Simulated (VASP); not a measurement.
Write the native input for VASP 6.6.1 that does the following.

| Item | Value |
| --- | --- |
| Task | single point |
| Functional | PBEsol |
| Potentials or basis | VASP PAW PBE potentials, release 64 (Pt) |
| Cutoff | 520 eV |
| k mesh | 20 × 20 × 20 |
| Occupations | gaussian, width 0.15 eV |
| Spin | no spin polarisation |
| Dipole correction | no |
| Further INCAR settings | ALGO = Normal; EDIFF = 1e-06; NBANDS = 11 |

The structure of Pt lies in POSCAR:

```
Pt
1.0
    0.0000000000      1.8600050000      1.9089525000
    1.8600050000      0.0000000000      1.9089525000
    1.8600050000      1.8600050000      0.0000000000
Pt
1
Direct
    0.0000000000      0.0000000000      0.0000000000
```

This cell differs from its parent crystal: strain -0.050 along x and y, -0.025 along z.

One way to write it, as run:

INCAR

```
PREC = Accurate ; ENCUT = 520
EDIFF = 1E-6 ; ISMEAR = 0
SIGMA = 0.15 ; LREAL = False
LASPH = True ; NELM = 80
ALGO = Normal ; ISIF = 2
LWAVE = False ; LCHARG = False
GGA = PS ; NBANDS = 11
```

KPOINTS

```
Automatic mesh
0
Gamma
  20 20 20
```

Potentials or basis: VASP PAW PBE potentials, release 64 (Pt).

Command:

```sh
$ cat potpaw_PBE.64/Pt/POTCAR > POTCAR
$ mpirun -np 1 vasp_std > vasp.out
```

It gave:

```yaml
Pressure: 52.5 GPa
Band_gap_on_the_k_mesh: zero (bands 5 and 6 overlap by 2.99 eV)
```

Caveat: the cell differs from its parent crystal (strain -0.050 along x and y, -0.025 along z); the cell stands under pressure; the PAW data sets were made with another functional, which shifts forces and pressure a little; spin-orbit coupling is left out, which moves the levels of the heavy elements.

Run time: 97 s on 1 thread of Intel Xeon 8259CL (shared host), peak memory 0.21 GiB.
